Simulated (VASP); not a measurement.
# Si2C (P-3m1) in VASP: notebook

The runs below take Si2C through single point, relaxation of cell and atoms, with PBE.

Everything below comes from runs of VASP 6.6.1. Logs are shortened: lines on timing, memory, paths and dates and some standing lists are left out, and cuts for length are marked.

## Step 1: The cell of the first run

It takes space group P-3m1 (No. 164, trigonal). Conventional cell: a = 3.232 Å, b = 3.232 Å, c = 8.650 Å, α = 90.00°, β = 90.00°, γ = 120.00°. Within 2.6 Å of Si (site symmetry 3m) lie 3 C at 1.96 Å and 1 Si at 2.38 Å. Si (site symmetry 3m) has 1 C at 1.90 Å and 3 Si at 2.26 Å within 2.5 Å. C (site symmetry 3m) has 4 Si at 1.90 to 1.96 Å within 2.5 Å.

## Step 2: Single point, PBE

Input file INCAR:

```
SYSTEM = Si2C
ALGO = Normal
EDIFF = 1E-6
ENCUT = 520
GGA = PE
ISIF = 2
ISMEAR = 0
LASPH = .True.
LCHARG = .False.
LREAL = .False.
LWAVE = .False.
NBANDS = 21
NELM = 60
PREC = Accurate
SIGMA = 0.1
```

Input file KPOINTS:

```
k-points
0
Gamma
  6 6 2
  0 0 0
```

Input file POSCAR:

```
Si2C
1.0
    3.2319977737      0.0000000027      0.0000000000
   -1.6159988892      2.7989921756      0.0000000000
    0.0000000000      0.0000000000      8.6503027181
Si C
4 2
Direct
    0.0000000000      0.0000000000      0.3624318729
    0.3333333333      0.6666666667      0.0731969164
    0.0000000000      0.0000000000      0.6375681271
    0.6666666667      0.3333333333      0.9268030836
    0.6666666667      0.3333333333      0.7068532197
    0.3333333333      0.6666666667      0.2931467803
```

Potentials or basis: VASP PAW PBE potentials, release 64 (Si, C).

The run is started by

```sh
cat potpaw_PBE.64/Si/POTCAR potpaw_PBE.64/C/POTCAR > POTCAR
mpirun -np 1 vasp_std > vasp.out
```

OUTCAR:

```text
SYSTEM = Si2C
   EDIFF = 1E-6
   ENCUT = 520
   GGA = PE
   ISIF = 2
   ISMEAR = 0
   LASPH = .True.
   LREAL = .False.
   NELM = 60
   PREC = Accurate

 ion  position               nearest neighbor table
   1  0.000  0.000  0.362-   6 1.96   6 1.96   6 1.96   3 2.38   2 3.12   2 3.12   2 3.12
   2  0.333  0.667  0.073-   6 1.90   4 2.26   4 2.26   4 2.26   1 3.12   1 3.12   1 3.12
   3  0.000  0.000  0.638-   5 1.96   5 1.96   5 1.96   1 2.38   4 3.12   4 3.12   4 3.12
   4  0.667  0.333  0.927-   5 1.90   2 2.26   2 2.26   2 2.26   3 3.12   3 3.12   3 3.12
   5  0.667  0.333  0.707-   4 1.90   3 1.96   3 1.96   3 1.96
   6  0.333  0.667  0.293-   2 1.90   1 1.96   1 1.96   1 1.96

  LATTYP: Found a hexagonal cell.
 ALAT       =     3.2319977737
 C/A-ratio  =     2.6764568925

  Lattice vectors:

 A1 = (   3.2319977737,   0.0000000027,   0.0000000000)
 A2 = (  -1.6159988892,   2.7989921756,   0.0000000000)
 A3 = (   0.0000000000,   0.0000000000,   8.6503027181)

Analysis of symmetry for initial positions (statically):
=====================================================================
 Subroutine PRICEL returns:
 Original cell was already a primitive cell.

 Routine SETGRP: Setting up the symmetry group for a
 hexagonal supercell.

 Subroutine GETGRP returns: Found 12 space group operations
 (whereof 12 operations were pure point group operations)
 out of a pool of 24 trial point group operations.

The static configuration has the point symmetry D_3d.

Analysis of symmetry for dynamics (positions and initial velocities):
=====================================================================
 Subroutine PRICEL returns:
 Original cell was already a primitive cell.

 Routine SETGRP: Setting up the symmetry group for a
 hexagonal supercell.

 Subroutine GETGRP returns: Found 12 space group operations
 (whereof 12 operations were pure point group operations)
 out of a pool of 24 trial point group operations.

The dynamic configuration has the point symmetry D_3d.

 Subroutine INISYM returns: Found 12 space group operations
 (whereof 12 operations are pure point group operations),
 and found     1 'primitive' translations

----------------------------------------------------------------------------------------

                                     Primitive cell

  volume of cell :      78.2535

  direct lattice vectors                    reciprocal lattice vectors
     3.231997774  0.000000003  0.000000000     0.309406154  0.178635726  0.000000000
    -1.615998889  2.798992176  0.000000000    -0.000000000  0.357271452  0.000000000
     0.000000000  0.000000000  8.650302718     0.000000000  0.000000000  0.115602891

  length of vectors
     3.231997774  3.231997774  8.650302718     0.357271452  0.357271452  0.115602891

  position of ions in fractional coordinates (direct lattice)
     0.000000000  0.000000000  0.362431873
     0.333333333  0.666666667  0.073196916
     0.000000000  0.000000000  0.637568127
     0.666666667  0.333333333  0.926803084
     0.666666667  0.333333333  0.706853220
     0.333333333  0.666666667  0.293146780

  ion indices of the primitive-cell ions
   primitive index   ion index
                 1           1
                 2           2
                 3           3
                 4           4
                 5           5
                 6           6

----------------------------------------------------------------------------------------

 KPOINTS: k-points

Automatic generation of k-mesh.
 Grid dimensions read from file:
 generate k-points for:    6    6    2

 Generating k-lattice:

  Cartesian coordinates                     Fractional coordinates (reciprocal lattice)
     0.051567692  0.029772621  0.000000000     0.166666667  0.000000000  0.000000000
    -0.000000000  0.059545242  0.000000000    -0.000000000  0.166666667  0.000000000
     0.000000000  0.000000000  0.057801445     0.000000000  0.000000000  0.500000000

  Length of vectors
     0.059545242  0.059545242  0.057801445

  Shift w.r.t. Gamma in fractional coordinates (k-lattice)
     0.000000000  0.000000000  0.000000000

 Subroutine IBZKPT returns following result:
 ===========================================

 Found     14 irreducible k-points:

 Following reciprocal coordinates:
            Coordinates               Weight
  0.000000  0.000000  0.000000      1.000000
  0.166667  0.000000  0.000000      6.000000
  0.333333  0.000000  0.000000      6.000000
  0.500000  0.000000  0.000000      3.000000
  0.166667  0.166667  0.000000      6.000000
  0.333333  0.166667  0.000000     12.000000
  0.333333  0.333333  0.000000      2.000000
  0.000000  0.000000  0.500000      1.000000
  0.166667  0.000000  0.500000      6.000000
  0.333333  0.000000  0.500000      6.000000
  0.500000  0.000000  0.500000      3.000000
  0.166667  0.166667  0.500000      6.000000
  0.333333  0.166667  0.500000     12.000000
  0.333333  0.333333  0.500000      2.000000
   k-points           NKPTS =     14   k-points in BZ     NKDIM =     14   number of bands    NBANDS=     21
   number of dos      NEDOS =    301   number of ions     NIONS =      6
   total plane-waves  NPLWV =  36864
   dimension x,y,z NGX =    24 NGY =   24 NGZ =   64
   dimension x,y,z NGXF=    48 NGYF=   48 NGZF=  128
   ions per type =               4   2
   NGX,Y,Z   is equivalent  to a cutoff of  12.35, 12.35, 12.30 a.u.
   NGXF,Y,Z  is equivalent  to a cutoff of  24.69, 24.69, 24.60 a.u.
 SYSTEM =  Si2C
   PREC   = accura    normal or accurate (medium, high low for compatibility)
   ISTART =      0    job   : 0-new  1-cont  2-samecut
   ICHARG =      2    charge: 1-file 2-atom 10-const
   ISPIN  =      1    spin polarized calculation?
   LNONCOLLINEAR =      F non collinear calculations
   LSORBIT =      F    spin-orbit coupling
   LASPH  =      T    aspherical Exc in radial PAW
   ENCUT  =  520.0 eV  38.22 Ry    6.18 a.u.   6.01  6.01 16.08*2*pi/ulx,y,z
   NELM   =     60;   NELMIN=  2; NELMDL= -5     # of ELM steps
   EDIFF  = 0.1E-05   stopping-criterion for ELM
   LREAL  =      F    real-space projection
   EDIFFG = 0.1E-04   stopping-criterion for IOM
   NSW    =      0    number of steps for IOM
   IBRION =     -1    ionic relax: 0-MD 1-quasi-New 2-CG
   NFREE  =      0    steps in history (QN), initial steepest desc. (CG)
   ISIF   =      2    stress and relaxation
   ISYM   =      2    0-nonsym 1-usesym 2-fastsym
   POTIM  = 0.5000    time-step for ionic-motion
   TEBEG  =    0.0;   TEEND  =   0.0 temperature during run
   PSTRESS=    0.0 pullay stress
   NELECT =      24.0000    total number of electrons
   NUPDOWN=      -1.0000    fix difference up-down
   EMIN   =  10.00;   EMAX   =-10.00  energy-range for DOS
   EFERMI =   0.00;   METHOD = LEGACY
   ISMEAR =     0;   SIGMA  =   0.10  broadening in eV -4-tet -1-fermi 0-gaus
   EFERMI_NEDOS =   21; number of points for ismear=-14 and -15
   IALGO  =     38    algorithm
   IMIX   =      4    mixing-type and parameters
     AMIX     =   0.40;   BMIX     =  1.00
     AMIX_MAG =   1.60;   BMIX_MAG =  1.00
  volume/ion in A,a.u.               =      13.04        88.01
  Fermi-wavevector in a.u.,A,eV,Ry     =   1.104021  2.086297 16.583621  1.218862
  Thomas-Fermi vector in A             =   2.240487
   LORBIT       =      0    0 simple, 1 ext, 2 COOP (PROOUT), +10 PAW based schemes
   GGA     = PE    functional components
   LHFCALC =     F    Hartree Fock is set to
   AEXX    =    0.0000 exact exchange contribution
   IVDW    =     0    specifies the selected vdW correction
   LEPSILON=     F    determine dielectric tensor
   LRPA    =     F    only Hartree local field effects (RPA)
 non-spin polarized calculation
 Gauss-broadening in eV      SIGMA  =   0.10
  energy-cutoff  :      520.00
  volume of cell :       78.25
 maximum number of plane-waves:      2154
   NGX = 13   NGY = 13   NGZ = 33

 number of electron      23.9999999 magnetization

 Free energy of the ion-electron system (eV)
  ---------------------------------------------------
  ext. energy  EPLUGINS =         0.00000000
  ---------------------------------------------------
  free energy    TOTEN  =       -38.65062480 eV

  energy without entropy =      -38.63986447  energy(sigma->0) =      -38.64524464

 E-fermi :   8.9070     XC(G=0): -10.7176

 val. band max:        8.9055249606   @ k =   0.3333   0.1667   0.0000
 cond. band min:       9.0488243441   @ k =   0.3333   0.0000   0.0000
 fundamental gap:      0.1432993835
 Fermi energy:         8.9070294302

 k-point     1 :       0.0000    0.0000    0.0000
  band No.  band energies     occupation
      1      -7.0914      2.00000
      2      -6.2844      2.00000
      3      -4.0334      2.00000
      4       0.6739      2.00000
      5       1.0048      2.00000
      6       5.9559      2.00000
[... 13 lines left out ...]
     20      14.1404      0.00000
     21      14.1404      0.00000

 k-point     2 :       0.1667    0.0000    0.0000
  band No.  band energies     occupation
      1      -6.6690      2.00000
      2      -5.8969      2.00000
      3      -3.5530      2.00000
      4       0.9161      2.00000
      5       1.3576      2.00000
      6       3.9553      2.00000
[... 13 lines left out ...]
     20      14.4726      0.00000
     21      14.8916      0.00000

 k-point     3 :       0.3333    0.0000    0.0000
  band No.  band energies     occupation
      1      -5.4869      2.00000
      2      -4.8602      2.00000
      3      -2.1522      2.00000
      4       0.3280      2.00000
      5       1.0565      2.00000
      6       2.2617      2.00000
[... 13 lines left out ...]
     20      14.9304      0.00000
     21      14.9747      0.00000
[... 217 lines left out ...]
 k-point    13 :       0.3333    0.1667    0.5000
  band No.  band energies     occupation
      1      -4.3761      2.00000
      2      -4.2879      2.00000
      3      -0.8938      2.00000
      4      -0.3630      2.00000
      5       0.2258      2.00000
      6       1.8654      2.00000
[... 13 lines left out ...]
     20      14.7708      0.00000
     21      15.4146      0.00000

 k-point    14 :       0.3333    0.3333    0.5000
  band No.  band energies     occupation
      1      -3.7344      2.00000
      2      -3.7344      2.00000
      3      -0.8792      2.00000
      4       0.1529      2.00000
      5       0.6577      2.00000
      6       0.6577      2.00000
[... 13 lines left out ...]
     20      15.8784      0.00000
     21      16.6664      0.00000

------------------------ aborting loop because EDIFF is reached ----------------------------------------

  FORCE on cell =-STRESS in cart. coord.  units (eV):
  Direction    XX          YY          ZZ          XY          YZ          ZX
  --------------------------------------------------------------------------------------
  -------------------------------------------------------------------------------------
  Total       -0.0857551     -0.0857551     -0.1414160      0.0000000      0.0000000      0.0000000
  in kB       -1.7557648     -1.7557648     -2.8953776      0.0000000      0.0000000      0.0000000
  external PRESSURE =      -2.1356358 kB  Pullay stress =       0.0000000 kB

 VOLUME and BASIS-vectors are now :
 -----------------------------------------------------------------------------
  energy-cutoff  :      520.00
  volume of cell :       78.25
      direct lattice vectors                 reciprocal lattice vectors
     3.231997774  0.000000003  0.000000000     0.309406154  0.178635726  0.000000000
    -1.615998889  2.798992176  0.000000000    -0.000000000  0.357271452  0.000000000
     0.000000000  0.000000000  8.650302718     0.000000000  0.000000000  0.115602891

 POSITION                                       TOTAL-FORCE (eV/Angst)
 -----------------------------------------------------------------------------------
      0.00000      0.00000      3.13515         0.000000      0.000000     -0.002423
     -0.00000      1.86599      0.63318        -0.000000     -0.000000     -0.026307
      0.00000      0.00000      5.51516        -0.000000     -0.000000      0.002423
      1.61600      0.93300      8.01713         0.000000      0.000000      0.026307
      1.61600      0.93300      6.11449        -0.000000      0.000000      0.000187
     -0.00000      1.86599      2.53581         0.000000      0.000000     -0.000187
 -----------------------------------------------------------------------------------
    total drift:                                0.000000     -0.000000      0.000000

  FREE ENERGIE OF THE ION-ELECTRON SYSTEM (eV)
  ---------------------------------------------------
  free  energy   TOTEN  =       -38.6506248021 eV

  energy  without entropy=      -38.6398644683  energy(sigma->0) =      -38.64524464
```

Run time: 16 s. Hardware: 1 thread of Intel Xeon Platinum 8259CL at 2.50GHz (Skylake/Cascade Lake), shared host; peak memory 0.18 GiB.

What came out:

```yaml
Free_energy: -38.6506 eV
Pressure: -0.2 GPa
Largest_force: 0.026 eV/Å
Band_gap_on_the_k_mesh: zero (band 12 reaches 10.61 eV, above the bottom of band 13 at 8.12 eV)
```

Forces in eV/Å, atoms in the order of the input:
```
Si   0.000  0.000 -0.002
Si   0.000  0.000 -0.026
Si   0.000  0.000  0.002
Si   0.000  0.000  0.026
C    0.000  0.000  0.000
C    0.000  0.000  0.000
```

Stress tensor (GPa, compression positive):
```
-0.18  0.00  0.00
 0.00 -0.18  0.00
 0.00  0.00 -0.29
```

Caveat: the k points lie up to 0.37 Å⁻¹ apart.

(Part 1 of 4 ends here.)
